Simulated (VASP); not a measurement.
ScIr, 2 atoms in the cell. The structure is cubic, space group Pm-3m (No. 221). Conventional cell: a = 3.148 Å, b = 3.148 Å, c = 3.148 Å, α = 90.00°, β = 90.00°, γ = 90.00°. Sc (site symmetry m-3m) has 8 Ir at 2.73 Å and 6 Sc at 3.15 Å within 3.6 Å. Ir (site symmetry m-3m) has 8 Sc at 2.73 Å and 6 Ir at 3.15 Å within 3.6 Å. 

```yaml
Program: VASP 6.6.1
Task: single point
Functional: r2SCAN
Potentials_or_basis: VASP PAW PBE potentials, release 64 (Sc_sv, Ir)
Cutoff: 520 eV
k_mesh: 10 × 10 × 10
Occupations: fermi-dirac, width 0.1 eV
Spin: no spin polarisation
Dipole_correction: no
Further_INCAR_settings: ALGO = Normal; EDIFF = 1e-07; NBANDS = 17
```

Potentials or basis: VASP PAW PBE potentials, release 64 (Sc_sv, Ir).

Run with:

```console
$ cat potpaw_PBE.64/Sc_sv/POTCAR potpaw_PBE.64/Ir/POTCAR > POTCAR
$ cp INCAR.step1 INCAR
$ mpirun -np 1 vasp_std > vasp.out
$ cp INCAR.step2 INCAR
$ mpirun -np 1 vasp_std > vasp.out
```

Hardware: 1 thread of Intel Xeon 6975P-C (shared host).

Problem. Estimate the wall time of this run.

Solution. It took 70 s on 1 thread of Intel Xeon 6975P-C (shared host), peak memory 0.17 GiB. Counts: k points 56.
